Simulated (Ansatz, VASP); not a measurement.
## One calculation of V, two programs

```xyz
1
Lattice="-1.4791 1.4791 1.4791 1.4791 -1.4791 1.4791 1.4791 1.4791 -1.4791" Properties=species:S:1:pos:R:3 pbc="T T T"
V     0.0000    0.0000    0.0000
```

Alike in both runs: task single point; functional PBEsol; k mesh 38 × 38 × 38; no spin polarisation.

|  | VASP | Ansatz |
| --- | --- | --- |
| version | VASP 6.6.1 | Ansatz 0.2.0 |
| potentials or method | VASP PAW PBE potentials, release 64 (V_sv), cutoff 520 eV | plane-wave PAW, scalar-relativistic |
| occupations | methfessel-paxton of order 1, width 0.1 eV | cold, width 0.1 eV |
| valence electrons in the cell | 13 | 13 |

|  | VASP | Ansatz | Ansatz less VASP |
| --- | --- | --- | --- |
| pressure (GPa) | 0.2 | 0.0 | -0.23 |

VASP's potentials were made for PBE, not for PBEsol.
